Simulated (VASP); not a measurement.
# Ir4F in VASP: single point with PBE

Aim: the single point of Ir4F with PBE.

Everything below comes from runs of VASP 6.6.1. Logs are shortened: lines on timing, memory, paths and dates and some standing lists are left out, and cuts for length are marked.

## Step 1: The cell of the first run

The cell holds a slab with vacuum, 5 atoms: a = 2.737 Å, b = 3.870 Å, c = 19.460 Å, α = 90.00°, β = 90.00°, γ = 90.00°.

## Step 2: Single point, PBE

The input, INCAR:

```
PREC = Accurate ; ENCUT = 520
EDIFF = 1E-7 ; ISMEAR = 0
SIGMA = 0.1 ; LREAL = False
LASPH = True ; NELM = 60
ALGO = Normal ; ISIF = 2
LWAVE = False ; LCHARG = False
LDIPOL = True ; IDIPOL = 3
DIPOL = 0.5 0.5 0.343 ; GGA = PE
NBANDS = 30
```

The input, KPOINTS:

```
regular mesh
0
Gamma
  10 7 1
```

The input, POSCAR:

```
Ir4F
1.0
    2.7367600872      0.0000000000      0.0000000000
    0.0000000000      3.8703632323      0.0000000000
    0.0000000000      0.0000000000     19.4599433740
Ir F
4 1
Direct
    0.5000000000      0.5000000000      0.2055504440
    0.0000000000      0.0000000000      0.2758682253
    0.5000000000      0.5000000000      0.3454282602
    0.0000000000      0.0000000000      0.4090424736
    0.1666666667      0.3750000000      0.4796488542
```

Potentials or basis: VASP PAW PBE potentials, release 64 (Ir, F).

The run is started by

```sh
$ cat potpaw_PBE.64/Ir/POTCAR potpaw_PBE.64/F/POTCAR > POTCAR
$ mpirun -np 1 vasp_std > vasp.out
```

OUTCAR:

```text
PREC = Accurate
   ENCUT = 520
   EDIFF = 1E-7
   ISMEAR = 0
   LREAL = False
   LASPH = True
   NELM = 60
   ISIF = 2
   GGA = PE

 ion  position               nearest neighbor table
   1  0.500  0.500  0.206-   3 2.72   2 2.74   2 2.74   2 2.74   2 2.74
   2  0.000  0.000  0.276-   4 2.59   3 2.73   3 2.73   3 2.73   3 2.73   1 2.74   1 2.74   1 2.74
                             1 2.74
   3  0.500  0.500  0.345-   4 2.67   4 2.67   4 2.67   4 2.67   1 2.72   2 2.73   2 2.73   2 2.73
                             2 2.73
   4  0.000  0.000  0.409-   5 2.05   2 2.59   3 2.67   3 2.67   3 2.67   3 2.67
   5  0.167  0.375  0.480-   4 2.05

  LATTYP: Found a simple orthorhombic cell.
 ALAT       =     2.7367600872
 B/A-ratio  =     1.4142135624
 C/A-ratio  =     7.1105770159

  Lattice vectors:

 A1 = (   2.7367600872,   0.0000000000,   0.0000000000)
 A2 = (   0.0000000000,   3.8703632323,   0.0000000000)
 A3 = (   0.0000000000,   0.0000000000,  19.4599433740)

Analysis of symmetry for initial positions (statically):
=====================================================================
 Subroutine PRICEL returns:
 Original cell was already a primitive cell.

 Routine SETGRP: Setting up the symmetry group for a
 simple orthorhombic supercell.

 Subroutine GETGRP returns: Found  1 space group operations
 (whereof  1 operations were pure point group operations)
 out of a pool of  8 trial point group operations.

The static configuration has the point symmetry C_1 .

Analysis of symmetry for dynamics (positions and initial velocities):
=====================================================================
 Subroutine PRICEL returns:
 Original cell was already a primitive cell.

 Routine SETGRP: Setting up the symmetry group for a
 simple orthorhombic supercell.

 Subroutine GETGRP returns: Found  1 space group operations
 (whereof  1 operations were pure point group operations)
 out of a pool of  8 trial point group operations.

The dynamic configuration has the point symmetry C_1 .

 Subroutine INISYM returns: Found  1 space group operations
 (whereof  1 operations are pure point group operations),
 and found     1 'primitive' translations

----------------------------------------------------------------------------------------

                                     Primitive cell

  volume of cell :     206.1247

  direct lattice vectors                    reciprocal lattice vectors
     2.736760087  0.000000000  0.000000000     0.365395566  0.000000000  0.000000000
     0.000000000  3.870363232  0.000000000     0.000000000  0.258373682  0.000000000
     0.000000000  0.000000000 19.459943374     0.000000000  0.000000000  0.051387611

  length of vectors
     2.736760087  3.870363232 19.459943374     0.365395566  0.258373682  0.051387611

  position of ions in fractional coordinates (direct lattice)
     0.500000000  0.500000000  0.205550444
     0.000000000  0.000000000  0.275868225
     0.500000000  0.500000000  0.345428260
     0.000000000  0.000000000  0.409042474
     0.166666667  0.375000000  0.479648854

  ion indices of the primitive-cell ions
   primitive index   ion index
                 1           1
                 2           2
                 3           3
                 4           4
                 5           5

----------------------------------------------------------------------------------------

 KPOINTS: regular mesh

Automatic generation of k-mesh.
 Grid dimensions read from file:
 generate k-points for:   10    7    1

 Generating k-lattice:

  Cartesian coordinates                     Fractional coordinates (reciprocal lattice)
     0.036539557  0.000000000  0.000000000     0.100000000  0.000000000  0.000000000
     0.000000000  0.036910526  0.000000000     0.000000000  0.142857143  0.000000000
     0.000000000  0.000000000  0.051387611     0.000000000  0.000000000  1.000000000

  Length of vectors
     0.036539557  0.036910526  0.051387611

  Shift w.r.t. Gamma in fractional coordinates (k-lattice)
     0.000000000  0.000000000  0.000000000

 Subroutine IBZKPT returns following result:
 ===========================================

 Found     36 irreducible k-points:

 Following reciprocal coordinates:
            Coordinates               Weight
  0.000000  0.000000  0.000000      1.000000
  0.100000  0.000000  0.000000      2.000000
  0.200000  0.000000  0.000000      2.000000
  0.300000  0.000000  0.000000      2.000000
  0.400000  0.000000  0.000000      2.000000
  0.500000  0.000000  0.000000      1.000000
[... 16 lines left out ...]
  0.300000 -0.285714  0.000000      2.000000
  0.400000  0.285714  0.000000      2.000000
 [... further k-points ...]
   k-points           NKPTS =     36   k-points in BZ     NKDIM =     36   number of bands    NBANDS=     30
   number of dos      NEDOS =    301   number of ions     NIONS =      5
   total plane-waves  NPLWV =  90000
   dimension x,y,z NGX =    20 NGY =   30 NGZ =  150
   dimension x,y,z NGXF=    40 NGYF=   60 NGZF=  300
   ions per type =               4   1
   NGX,Y,Z   is equivalent  to a cutoff of  12.15, 12.89, 12.81 a.u.
   NGXF,Y,Z  is equivalent  to a cutoff of  24.30, 25.77, 25.63 a.u.
 SYSTEM =  unknown system
   PREC   = accura    normal or accurate (medium, high low for compatibility)
   ISTART =      0    job   : 0-new  1-cont  2-samecut
   ICHARG =      2    charge: 1-file 2-atom 10-const
   ISPIN  =      1    spin polarized calculation?
   LNONCOLLINEAR =      F non collinear calculations
   LSORBIT =      F    spin-orbit coupling
   LASPH  =      T    aspherical Exc in radial PAW
   ENCUT  =  520.0 eV  38.22 Ry    6.18 a.u.   5.09  7.20 36.18*2*pi/ulx,y,z
   NELM   =     60;   NELMIN=  2; NELMDL= -5     # of ELM steps
   EDIFF  = 0.1E-06   stopping-criterion for ELM
   LREAL  =      F    real-space projection
   EDIFFG = 0.1E-05   stopping-criterion for IOM
   NSW    =      0    number of steps for IOM
   IBRION =     -1    ionic relax: 0-MD 1-quasi-New 2-CG
   NFREE  =      0    steps in history (QN), initial steepest desc. (CG)
   ISIF   =      2    stress and relaxation
   ISYM   =      2    0-nonsym 1-usesym 2-fastsym
   POTIM  = 0.5000    time-step for ionic-motion
   TEBEG  =    0.0;   TEEND  =   0.0 temperature during run
   PSTRESS=    0.0 pullay stress
   NELECT =      43.0000    total number of electrons
   NUPDOWN=      -1.0000    fix difference up-down
   EMIN   =  10.00;   EMAX   =-10.00  energy-range for DOS
   EFERMI =   0.00;   METHOD = LEGACY
   ISMEAR =     0;   SIGMA  =   0.10  broadening in eV -4-tet -1-fermi 0-gaus
   EFERMI_NEDOS =   21; number of points for ismear=-14 and -15
   IALGO  =     38    algorithm
   IMIX   =      4    mixing-type and parameters
     AMIX     =   0.40;   BMIX     =  1.00
     AMIX_MAG =   1.60;   BMIX_MAG =  1.00
  volume/ion in A,a.u.               =      41.22       278.20
  Fermi-wavevector in a.u.,A,eV,Ry     =   0.970929  1.834790 12.826265  0.942704
  Thomas-Fermi vector in A             =   2.101105
   LORBIT       =      0    0 simple, 1 ext, 2 COOP (PROOUT), +10 PAW based schemes
   GGA     = PE    functional components
   LHFCALC =     F    Hartree Fock is set to
   AEXX    =    0.0000 exact exchange contribution
   IVDW    =     0    specifies the selected vdW correction
   LEPSILON=     F    determine dielectric tensor
   LRPA    =     F    only Hartree local field effects (RPA)
 non-spin polarized calculation
 Gauss-broadening in eV      SIGMA  =   0.10
  energy-cutoff  :      520.00
  volume of cell :      206.12
 maximum number of plane-waves:      5602
   NGX = 11   NGY = 15   NGZ = 73

 number of electron      42.9999995 magnetization

 dipolmoment           0.000000      0.000000      0.124010 electrons x Angstroem

 Free energy of the ion-electron system (eV)
  ---------------------------------------------------
  ext. energy  EPLUGINS =         0.00000000
  ---------------------------------------------------
  free energy    TOTEN  =       -35.39048001 eV

  energy without entropy =      -35.34728458  energy(sigma->0) =      -35.36888230

 E-fermi :  -1.4692     XC(G=0):  -5.2899

 val. band max:       -1.4699669379   @ k =   0.1000  -0.1429   0.0000
 cond. band min:      -1.4551090073   @ k =   0.1000   0.2857   0.0000
 fundamental gap:      0.0148579306
 Fermi energy:        -1.4691604682

 k-point     1 :       0.0000    0.0000    0.0000
  band No.  band energies     occupation
      1     -23.7858      2.00000
      2     -11.0274      2.00000
      3      -8.4573      2.00000
      4      -8.2712      2.00000
      5      -7.4317      2.00000
      6      -6.9457      2.00000
[... 22 lines left out ...]
     29       3.5411      0.00000
     30       4.2267      0.00000

 k-point     2 :       0.1000    0.0000    0.0000
  band No.  band energies     occupation
      1     -23.7613      2.00000
      2     -10.7551      2.00000
      3      -8.2322      2.00000
      4      -8.0492      2.00000
      5      -7.2994      2.00000
      6      -6.8787      2.00000
[... 22 lines left out ...]
     29       4.1485      0.00000
     30       4.5249      0.00000

 k-point     3 :       0.2000    0.0000    0.0000
  band No.  band energies     occupation
      1     -23.6969      2.00000
      2     -10.0250      2.00000
      3      -7.9454      2.00000
      4      -7.4949      2.00000
      5      -7.1277      2.00000
      6      -6.9347      2.00000
[... 22 lines left out ...]
     29       5.0270      0.00000
     30       5.9904      0.00000

 k-point     4 :       0.3000    0.0000    0.0000
  band No.  band energies     occupation
      1     -23.6157      2.00000
      2      -9.1280      2.00000
      3      -7.9563      2.00000
      4      -7.6562      2.00000
      5      -7.2650      2.00000
      6      -7.1012      2.00000
[... 22 lines left out ...]
     29       5.3656      0.00000
     30       5.9947      0.00000

 k-point     5 :       0.4000    0.0000    0.0000
  band No.  band energies     occupation
      1     -23.5490      2.00000
      2      -8.5953      2.00000
      3      -8.1492      2.00000
      4      -8.0075      2.00000
      5      -7.5754      2.00000
      6      -7.1396      2.00000
[... 22 lines left out ...]
     29       4.9947      0.00000
     30       6.4361      0.00000
[... 526 lines left out ...]
     29       4.2417      0.00000
     30       4.8219      0.00000

 k-point    22 :       0.3000    0.2857    0.0000
  band No.  band energies     occupation
      1     -23.6049      2.00000
      2      -8.6169      2.00000
      3      -7.6711      2.00000
      4      -7.2895      2.00000
      5      -7.0638      2.00000
      6      -6.6505      2.00000
[... 22 lines left out ...]
     29       5.1647      0.00000
     30       5.9790      0.00000

 k-point    23 :       0.3000   -0.2857    0.0000
  band No.  band energies     occupation
      1     -23.6054      2.00000
      2      -8.6199      2.00000
      3      -7.5829      2.00000
      4      -7.2303      2.00000
      5      -7.1112      2.00000
      6      -6.7652      2.00000
[... 22 lines left out ...]
     29       5.1628      0.00000
     30       5.8500      0.00000

 k-point    24 :       0.4000    0.2857    0.0000
  band No.  band energies     occupation
      1     -23.5394      2.00000
      2      -8.3546      2.00000
      3      -7.9824      2.00000
      4      -7.4363      2.00000
      5      -7.2963      2.00000
      6      -6.8442      2.00000
[... 22 lines left out ...]
     29       5.4366      0.00000
     30       6.3082      0.00000

 [... further k-points ...]

------------------------ aborting loop because EDIFF is reached ----------------------------------------

 vacuum level on the upper side and lower side of the slab       (xc-potential included)         1.023        -1.039

  FORCE on cell =-STRESS in cart. coord.  units (eV):
  Direction    XX          YY          ZZ          XY          YZ          ZX
  --------------------------------------------------------------------------------------
  -------------------------------------------------------------------------------------
  Total       -5.4711598     -5.3295429      0.1019159     -0.4744914     -0.9585378     -0.8758102
  in kB      -42.5265307    -41.4257630      0.7921778     -3.6881524     -7.4505754     -6.8075454
  external PRESSURE =     -27.7200386 kB  Pullay stress =       0.0000000 kB

 VOLUME and BASIS-vectors are now :
 -----------------------------------------------------------------------------
  energy-cutoff  :      520.00
  volume of cell :      206.12
      direct lattice vectors                 reciprocal lattice vectors
     2.736760087  0.000000000  0.000000000     0.365395566  0.000000000  0.000000000
     0.000000000  3.870363232  0.000000000     0.000000000  0.258373682  0.000000000
     0.000000000  0.000000000 19.459943374     0.000000000  0.000000000  0.051387611

 POSITION                                       TOTAL-FORCE (eV/Angst)
 -----------------------------------------------------------------------------------
      1.36838      1.93518      4.00000        -0.003990      0.037473      1.038476
      0.00000      0.00000      5.36838        -0.175405     -0.426148     -1.369773
      1.36838      1.93518      6.72201         0.316617      0.730758     -0.540057
      0.00000      0.00000      7.95994         0.556510      0.394129      0.821121
      0.45613      1.45139      9.33394        -0.693733     -0.736212      0.050233
 -----------------------------------------------------------------------------------
    total drift:                                0.000341      0.000050     -0.000741

  FREE ENERGIE OF THE ION-ELECTRON SYSTEM (eV)
  ---------------------------------------------------
  free  energy   TOTEN  =       -35.3904800073 eV

  energy  without entropy=      -35.3472845845  energy(sigma->0) =      -35.36888230

 vacuum level on the upper side and lower side of the slab         5.882         3.763
```

Run time: 8.8 min. Hardware: 1 thread of Intel Xeon Platinum 8259CL at 2.50GHz (Skylake/Cascade Lake), shared host; peak memory 0.39 GiB.

What came out:

| Item | Value |
| --- | --- |
| Free energy | -35.3905 eV |
| Largest force | 1.445 eV/Å |
| Band gap on the k mesh | zero (an odd number of electrons rules out a gap without spin polarisation) |

Forces in eV/Å, atoms in the order of the input:
```
Ir  -0.004  0.037  1.038
Ir  -0.175 -0.426 -1.370
Ir   0.317  0.731 -0.540
Ir   0.557  0.394  0.821
F   -0.694 -0.736  0.050
```

Levels at points of the mesh, in eV from the Fermi level:
```
           k point  band 18  band 19  band 20  band 21  band 22  band 23  band 24  band 25  band 26  band 27
(0.00, 0.00, 0.00)    -1.60    -1.39    -1.13    -0.55    -0.41     0.21     0.37     0.55     1.32     1.89
(0.50, 0.00, 0.00)    -0.20     0.13     0.37     0.50     0.64     1.08     1.33     2.86     3.03     3.12
```

Caveat: spin-orbit coupling is left out, which moves the levels of the heavy elements; an odd number of electrons without spin polarisation forces a metal; a magnetic or distorted state may lie lower.
